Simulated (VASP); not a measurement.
Input of a VASP 6.6.1 run:

INCAR

```
SYSTEM = Sc2AlAs3
PREC     = Accurate       ! precision mode
ENCUT    = 500            ! plane-wave cutoff, eV
EDIFF    = 1E-6           ! SCF threshold, eV
ISMEAR   = 0              ! smearing method
SIGMA    = 0.1            ! smearing width, eV
LREAL    = .False.        ! projectors in reciprocal space
LASPH    = .True.         ! aspherical terms in the spheres
NELM     = 200            ! most SCF steps
ALGO     = Normal         ! electronic algorithm
ISIF     = 2              ! what is computed and relaxed
LWAVE    = .False.        ! write WAVECAR
LCHARG   = .False.        ! write CHGCAR
ISPIN    = 2              ! spin polarisation
MAGMOM   = 1 1 0 0 0 0    ! initial moments
LORBIT   = 11             ! projections on sites
LMAXMIX  = 4              ! l up to which the mixer works
GGA      = PE             ! functional
NBANDS   = 33             ! bands
GGA_COMPAT= .False.
```

File KPOINTS:

```
Automatic mesh
0
Gamma
  4 4 2
  0 0 0
```

The input POSCAR:

```
Sc2AlAs3
1.0
    4.9591922922      0.0000000000      0.0000000000
    0.0000000000      4.9591922922      0.0000000000
    0.0000000000      0.0000000000      7.9383894857
Sc Al As
2 1 3
Direct
    0.5000000000      0.5000000000      0.1889793491
    0.5000000000      0.5000000000      0.8110206509
    0.0000000000      0.0000000000      0.0000000000
    0.5000000000      0.0000000000      0.0000000000
    0.0000000000      0.5000000000      0.0000000000
    0.5000000000      0.5000000000      0.5000000000
```

Potentials or basis: VASP PAW PBE potentials, release 64 (Sc_sv, Al, As).

Command:

```bash
$ cat potpaw_PBE.64/Sc_sv/POTCAR potpaw_PBE.64/Al/POTCAR potpaw_PBE.64/As/POTCAR > POTCAR
$ mpirun -np 1 vasp_std > vasp.out
```

Problem. Predict the largest force.

Solution. 0.021 eV/Å.

Problem. Estimate the net moment.

Solution. 0.14 μB per cell.

Forces on the atoms (eV/Å):
```
Sc   0.000  0.000 -0.021
Sc   0.000  0.000  0.021
Al   0.000  0.000  0.000
As   0.000  0.000  0.000
As   0.000  0.000  0.000
As   0.000  0.000  0.000
```

Caveat: the k points lie up to 0.40 Å⁻¹ apart.
